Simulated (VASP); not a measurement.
# NaH (Fm-3m) in VASP: further runs, part 2 of 2

VASP 6.6.1.

### Step 3. Relaxation of cell and atoms, LDA

File INCAR:

```
SYSTEM = NaH
ALGO = Normal
EDIFF = 1E-7
EDIFFG = -0.005
ENCUT = 600
GGA = CA
IBRION = 2
ISIF = 3
ISMEAR = -1
LASPH = .TRUE.
LCHARG = .FALSE.
LREAL = .FALSE.
LWAVE = .FALSE.
NELM = 60
NSW = 80
PREC = Accurate
SIGMA = 0.02
```

File KPOINTS:

```
k-points
0
G
  8 8 8
  0 0 0
```

File POSCAR:

```
NaH
1.0
    0.0000000000      2.4160403182      2.4160403182
    2.4160403182      0.0000000000      2.4160403182
    2.4160403182      2.4160403182      0.0000000000
Na H
1 1
Direct
    0.0000000000      0.0000000000      0.0000000000
    0.5000000000      0.5000000000      0.5000000000
```

Potentials or basis: VASP PAW LDA potentials, release 64 (Na_pv, H).

On the command line:

```
cat potpaw_LDA.64/Na_pv/POTCAR potpaw_LDA.64/H/POTCAR > POTCAR
mpirun -np 1 vasp_std > vasp.out
```

Run time: 11 s. Hardware: 1 thread of Intel Xeon 6975P-C, shared host; peak memory 0.14 GiB.

It converged, with:

| Property | Result |
| --- | --- |
| Free energy | -5.4092 eV |
| Relaxed volume | 12.88 Å³/atom |
| Relaxed cell | a = 3.315 Å, b = 3.315 Å, c = 3.315 Å, α = 60.00°, β = 60.00°, γ = 60.00° |
| Space group after relaxing (to 0.05 Å) | Fm-3m (No. 225) |
| Energy gained by relaxing | 8.4 meV/atom |
| Ionic steps | 4 |
| Pressure after relaxing | 0.0 GPa |
| Band gap on the k mesh | 3.55 eV, indirect (least direct gap 4.51 eV) |

Step by step:
| step | energy change (eV) | largest force (eV/Å) | pressure (GPa) | volume (Å³) |
| --- | --- | --- | --- | --- |
| 1 | 0.0000 | 0.0000 | -2.08 | 28.21 |
| 2 | -0.0084 | 0.0000 | -1.54 | 27.46 |
| 3 | -0.0166 | 0.0000 | -0.34 | 26.11 |
| 4 | -0.0169 | 0.0000 | 0.04 | 25.76 |

Final structure:
```
Na H
1.0
     0.00000    2.34393    2.34393
     2.34393    0.00000    2.34393
     2.34393    2.34393    0.00000
Na H
1 1
Direct
  0.00000 0.00000 0.00000
  0.50000 0.50000 0.50000
```

Levels at points of the mesh, in eV from the valence-band top:
```tsv
k point	band 2	band 3	band 4	band 5	band 6	band 7
(0.00, 0.00, 0.00)	-22.03	-22.03	-4.06	11.22	15.86	15.86
(0.50, 0.00, 0.00)	-22.04	-22.04	-0.96	3.55	11.22	13.63
(0.50, 0.50, 0.00)	-22.07	-22.07	-0.22	4.47	9.99	10.89
```

### Step 4. Relaxation of cell and atoms, PBE

This run uses another cell than the first one, of 14.53 Å³/atom, 1.030 times its volume.

File INCAR:

```
SYSTEM = NaH
PREC = Accurate
ENCUT = 600
EDIFF = 1E-6
ISMEAR = -1
SIGMA = 0.02
LREAL = .FALSE.
LASPH = .TRUE.
NELM = 100
ALGO = Normal
ISIF = 3
LWAVE = .FALSE.
LCHARG = .FALSE.
GGA = PE
IBRION = 2
NSW = 80
EDIFFG = -0.005
```

File KPOINTS:

```
Automatic mesh
0
G
  8 8 8
  0 0 0
```

File POSCAR:

```
NaH
1.0
    0.0000000000      2.4400000000      2.4400000000
    2.4400000000      0.0000000000      2.4400000000
    2.4400000000      2.4400000000      0.0000000000
Na H
1 1
Direct
    0.0000000000      0.0000000000      0.0000000000
    0.5000000000      0.5000000000      0.5000000000
```

Potentials or basis: VASP PAW PBE potentials, release 64 (Na_pv, H).

On the command line:

```
cat potpaw_PBE.64/Na_pv/POTCAR potpaw_PBE.64/H/POTCAR > POTCAR
mpirun -np 1 vasp_std > vasp.out
```

OUTCAR:

```text
SYSTEM = NaH
   PREC = Accurate
   ENCUT = 600
   EDIFF = 1E-6
   ISMEAR = -1
   LREAL = .FALSE.
   LASPH = .TRUE.
   NELM = 100
   ISIF = 3
   GGA = PE
   IBRION = 2
   NSW = 80
   EDIFFG = -0.005

 ion  position               nearest neighbor table
   1  0.000  0.000  0.000-
   2  0.500  0.500  0.500-

  LATTYP: Found a face centered cubic cell.
 ALAT       =     4.8800000000

  Lattice vectors:

 A1 = (   0.0000000000,   2.4400000000,   2.4400000000)
 A2 = (   2.4400000000,   0.0000000000,   2.4400000000)
 A3 = (   2.4400000000,   2.4400000000,   0.0000000000)

Analysis of symmetry for initial positions (statically):
=====================================================================
[... 329 lines left out ...]
 cond. band min:       2.6412893141   @ k =   0.5000   0.0000   0.0000
 fundamental gap:      3.7589573548
 Fermi energy:        -0.6382001356

 k-point     1 :       0.0000    0.0000    0.0000
  band No.  band energies     occupation
      1     -23.2216      2.00000
      2     -23.2216      2.00000
      3     -23.2216      2.00000
      4      -4.7319      2.00000
      5       9.2905      0.00000
      6      14.4773      0.00000
      7      14.4773      0.00000
      8      14.4773      0.00000
[... 243 lines left out ...]
 k-point    24 :      -0.3750    0.2500    0.1250
  band No.  band energies     occupation
      1     -23.3005      2.00000
      2     -23.2559      2.00000
      3     -23.2403      2.00000
      4      -1.6000      2.00000
      5       3.4246      0.00000
      6       6.6978      0.00000
      7       9.8924      0.00000
      8      13.7929      0.00000

 [... further k-points ...]

------------------------ aborting loop because EDIFF is reached ----------------------------------------

  FORCE on cell =-STRESS in cart. coord.  units (eV):
  Direction    XX          YY          ZZ          XY          YZ          ZX
  --------------------------------------------------------------------------------------
  -------------------------------------------------------------------------------------
  Total       -0.0072068     -0.0072068     -0.0072068      0.0000000      0.0000000      0.0000000
  in kB       -0.4088038     -0.4088038     -0.4088038      0.0000000      0.0000000      0.0000000
  external PRESSURE =      -0.4088038 kB  Pullay stress =       0.0000000 kB
[... 17 lines left out ...]
  FREE ENERGIE OF THE ION-ELECTRON SYSTEM (eV)
  ---------------------------------------------------
  free  energy   TOTEN  =        -5.0880911161 eV

  energy  without entropy=       -5.0880911161  energy(sigma->0) =       -5.08809112

 reached required accuracy - stopping structural energy minimisation
```

OSZICAR:

```text
N       E                     dE             d eps       ncg     rms          rms(c)
DAV:   1     0.179549759650E+02    0.17955E+02   -0.50284E+03   464   0.109E+03
DAV:   2    -0.497288876822E+01   -0.22928E+02   -0.22928E+02   488   0.133E+02
DAV:   3    -0.550897601040E+01   -0.53609E+00   -0.53609E+00   592   0.280E+01
[... 36 lines left out ...]
DAV:   2    -0.509118921587E+01    0.87891E-02   -0.10092E-02   464   0.220E+00    0.386E-01
DAV:   3    -0.508827417210E+01    0.29150E-02   -0.52011E-03   464   0.150E+00    0.353E-02
DAV:   4    -0.508809566492E+01    0.17851E-03   -0.19783E-04   504   0.318E-01    0.575E-03
DAV:   5    -0.508809193142E+01    0.37335E-05   -0.14962E-06   296   0.229E-02    0.154E-03
DAV:   6    -0.508809111612E+01    0.81530E-06   -0.94816E-07   240   0.208E-02
   5 F= -.50880911E+01 E0= -.50880911E+01  d E =-.171957E-02
```

Run time: 14 s. Hardware: 1 thread of Intel Xeon 6975P-C, shared host; peak memory 0.15 GiB.

What came out:

```
Free energy                            : -5.0881 eV
Relaxed volume                         : 14.12 Å³/atom
Relaxed cell                           : a = 3.418 Å, b = 3.418 Å, c = 3.418 Å, α = 60.00°, β = 60.00°, γ = 60.00°
Space group after relaxing (to 0.05 Å) : Fm-3m (No. 225)
Energy gained by relaxing              : 0.9 meV/atom
Ionic steps                            : 5
Pressure after relaxing                : 0.0 GPa
Band gap on the k mesh                 : 3.76 eV, indirect (least direct gap 4.61 eV)
```

Step by step:
| step | energy change (eV) | largest force (eV/Å) | pressure (GPa) | volume (Å³) |
| --- | --- | --- | --- | --- |
| 1 | 0.0000 | 0.0000 | -0.64 | 29.05 |
| 2 | -0.0008 | 0.0000 | -0.46 | 28.81 |
| 3 | -0.0016 | 0.0000 | -0.17 | 28.45 |
| 4 | -0.0011 | 0.0000 | 0.43 | 27.75 |
| 5 | -0.0017 | 0.0000 | -0.04 | 28.24 |

Final structure:
```cif
data_structure
_symmetry_space_group_name_H-M 'P 1'
_symmetry_Int_Tables_number 1
_cell_length_a 3.4184
_cell_length_b 3.4184
_cell_length_c 3.4184
_cell_angle_alpha 60.000
_cell_angle_beta 60.000
_cell_angle_gamma 60.000
_cell_volume 28.24
loop_
_atom_site_label
_atom_site_type_symbol
_atom_site_fract_x
_atom_site_fract_y
_atom_site_fract_z
_atom_site_occupancy
Na1 Na 0.00000 0.00000 0.00000 1
H1 H 0.50000 0.50000 0.50000 1
```

### Step 5. Relaxation of cell and atoms, r2SCAN

File POSCAR:

```
NaH
1.0
    0.0000000000      2.4160403182      2.4160403182
    2.4160403182      0.0000000000      2.4160403182
    2.4160403182      2.4160403182      0.0000000000
Na H
1 1
Direct
    0.0000000000      0.0000000000      0.0000000000
    0.5000000000      0.5000000000      0.5000000000
```

File INCAR.step1:

```
SYSTEM = NaH
PREC     = Accurate       ! precision mode
ENCUT    = 600            ! plane-wave cutoff, eV
ISMEAR   = -1             ! smearing method
SIGMA    = 0.02           ! smearing width, eV
LREAL    = .FALSE.        ! projectors in reciprocal space
LASPH    = .TRUE.         ! aspherical terms in the spheres
NELM     = 80             ! most SCF steps
GGA      = PE             ! functional
ALGO     = Normal         ! electronic algorithm
EDIFF    = 1E-4           ! SCF threshold, eV
LWAVE    = .TRUE.         ! write WAVECAR
LCHARG   = .FALSE.        ! write CHGCAR
```

File INCAR.step2:

```
SYSTEM = NaH
PREC     = Accurate       ! precision mode
ENCUT    = 600            ! plane-wave cutoff, eV
EDIFF    = 1E-7           ! SCF threshold, eV
ISMEAR   = -1             ! smearing method
SIGMA    = 0.02           ! smearing width, eV
LREAL    = .FALSE.        ! projectors in reciprocal space
LASPH    = .TRUE.         ! aspherical terms in the spheres
NELM     = 80             ! most SCF steps
ALGO     = Normal         ! electronic algorithm
ISIF     = 3              ! what is computed and relaxed
LWAVE    = .FALSE.        ! write WAVECAR
LCHARG   = .FALSE.        ! write CHGCAR
METAGGA  = R2SCAN         ! meta-GGA
LMIXTAU  = .TRUE.       
IBRION   = 2              ! ionic algorithm
NSW      = 80             ! ionic steps
EDIFFG   = -0.005         ! ionic threshold
ISTART   = 1
```

KPOINTS is that of step 4.

On the command line:

```
cat potpaw_PBE.64/Na_pv/POTCAR potpaw_PBE.64/H/POTCAR > POTCAR
cp INCAR.step1 INCAR
mpirun -np 1 vasp_std > vasp.out
cp INCAR.step2 INCAR
mpirun -np 1 vasp_std > vasp.out
```

Wall time 55 s (1 thread of Intel Xeon 6975P-C, shared host); peak memory 0.16 GiB.

It converged, with:

```yaml
Free_energy: -7.6042 eV
Relaxed_volume: 13.61 Å³/atom
Relaxed_cell: a = 3.376 Å, b = 3.376 Å, c = 3.376 Å, α = 60.00°, β = 60.00°, γ = 60.00°
Space_group_after_relaxing_to_0.05_Å: Fm-3m (No. 225)
Energy_gained_by_relaxing: 1.4 meV/atom
Ionic_steps: 3
Pressure_after_relaxing: 0.0 GPa
Band_gap_on_the_k_mesh: 4.43 eV, indirect (least direct gap 5.28 eV)
```

Step by step:
```
step  energy change (eV)  largest force (eV/Å)  pressure (GPa)  volume (Å³)
   1              0.0000                0.0000           -0.70        28.21
   2             -0.0011                0.0000           -0.55        27.96
   3             -0.0029                0.0000            0.02        27.22
```

Final structure:
```yaml
crystal:
  lattice:
    - [0.00000, 2.38742, 2.38742]
    - [2.38742, 0.00000, 2.38742]
    - [2.38742, 2.38742, 0.00000]
  atoms:
    - { symbol: Na, position: [0.00000, 0.00000, 0.00000] }
    - { symbol: H, position: [0.50000, 0.50000, 0.50000] }
```

Levels at points of the mesh, in eV from the valence-band top:
```tsv
k point	band 2	band 3	band 4	band 5	band 6	band 7
(0.00, 0.00, 0.00)	-22.83	-22.83	-3.65	11.77	16.63	16.63
(0.50, 0.00, 0.00)	-22.85	-22.85	-0.85	4.43	11.95	14.14
(0.50, 0.50, 0.00)	-22.87	-22.87	-0.18	5.27	10.84	11.62
```

Caveat: the PAW data sets were made with another functional, which shifts forces and pressure a little. A k mesh can miss the band edges.

### Step 6. Summary

```csv
level,potentials or basis,cell,gap on the mesh (eV),pressure (GPa),relaxed volume (Å³/atom)
PBEsol,"VASP PAW PBE potentials, release 64 (Na_pv, H)","relaxed from a = 3.417 Å, angles 60.0°, 2 atoms",3.60,0.0,13.77
LDA,"VASP PAW LDA potentials, release 64 (Na_pv, H)","relaxed from a = 3.417 Å, angles 60.0°, 2 atoms",3.55,0.0,12.88
PBE,"VASP PAW PBE potentials, release 64 (Na_pv, H)","relaxed from a = 3.451 Å, angles 60.0°, 2 atoms",3.76,0.0,14.12
r2SCAN,"VASP PAW PBE potentials, release 64 (Na_pv, H)","relaxed from a = 3.417 Å, angles 60.0°, 2 atoms",4.43,0.0,13.61
```

Alike in all rows: task relaxation of cell and atoms; no spin polarisation; k mesh 8 × 8 × 8; cutoff (eV) 600; smearing fermi-dirac 0.02 eV.

Caveats: the PAW data sets were made with another functional, which shifts forces and pressure a little (some runs).

Total energies depend on the potentials used, so only differences within one code and one set of settings carry meaning.
